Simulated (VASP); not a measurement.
# Hf: relaxation of the atoms with PBE+D3(BJ)

System: Hf, a slab with vacuum.

```xyz
12
Lattice="6.3397 0.0000 0.0000 0.0000 5.0197 0.0000 0.0000 0.0000 22.4054" Properties=species:S:1:pos:R:3 pbc="T T T"
Hf    3.1698    3.7648    8.0000
Hf    0.0000    3.7648    8.0000
Hf    4.7548    1.2549    8.9151
Hf    1.5849    1.2549    8.9151
Hf    4.7548    3.7648   10.7452
Hf    1.5849    3.7648   10.7452
Hf    0.0000    1.2549   11.6602
Hf    3.1698    1.2549   11.6602
Hf    0.0000    3.7648   13.4903
Hf    3.1698    3.7648   13.4903
Hf    1.5849    1.2549   14.4054
Hf    4.7548    1.2549   14.4054
```

```json
{
 "Program": "VASP 6.6.1",
 "Task": "relaxation of the atoms",
 "Functional": "PBE",
 "Dispersion": "D3(BJ)",
 "Potentials or basis": "VASP PAW PBE potentials, release 64 (Hf_pv)",
 "Cutoff": "450 eV",
 "k mesh": "3 × 4 × 1",
 "Occupations": "gaussian, width 0.1 eV",
 "Spin": "no spin polarisation",
 "Dipole correction": "yes",
 "Atoms held fixed (from 0)": "[0, 1, 2, 3, 4, 5]",
 "Further INCAR settings": "ALGO = Normal; EDIFF = 1e-07; NELMDL = -8; IBRION = 2; EDIFFG = -0.03; NSW = 90"
}
```

```yaml
Energy_gained_by_relaxing: 6.0 meV/atom
Ionic_steps: 8
Band_gap_on_the_k_mesh: zero (bands 60 and 61 overlap by 0.24 eV)
Dispersion_energy_per_atom: -0.311 eV
```

The path:
```
step  energy change (eV)  largest force on free atoms (eV/Å)  pressure (GPa)
   1              0.0000                              0.4990           -1.92
   2             -0.0385                              0.3341           -1.84
   3             -0.0651                              0.1320           -1.67
   4             -0.0651                              0.1326           -1.66
   5             -0.0673                              0.0801           -1.64
   6             -0.0689                              0.0634           -1.58
   7             -0.0700                              0.0475           -1.56
   8             -0.0718                              0.0238           -1.51
```

Final structure:
```
Hf
1.0
     6.33970    0.00000    0.00000
     0.00000    5.01970    0.00000
     0.00000    0.00000   22.40540
Hf
12
Direct
  0.50000 0.75000 0.35706
  0.00000 0.75000 0.35706
  0.75000 0.25000 0.39790
  0.25000 0.25000 0.39790
  0.75000 0.75000 0.47958
  0.25000 0.75000 0.47958
  0.00000 0.25000 0.52187
  0.50000 0.25000 0.52187
  0.00000 0.75000 0.59998
  0.50000 0.75000 0.59998
  0.25000 0.25000 0.63876
  0.75000 0.25000 0.63876
```

Levels at points of the mesh, in eV from the Fermi level:
```
           k point  band 56  band 57  band 58  band 59  band 60  band 61  band 62  band 63
(0.00, 0.00, 0.00)    -0.69    -0.62    -0.49    -0.03     0.20     0.23     0.26     0.51
(0.00, 0.50, 0.00)    -0.81    -0.49    -0.47    -0.03     0.04     0.31     0.34     0.44
```

It took 19 min on 4 MPI ranks on AMD EPYC 7R13 Processor (Zen 3), with other jobs on the host, peak memory 0.76 GiB a rank.

Caveat: spin-orbit coupling is left out, which moves the levels of the heavy elements.
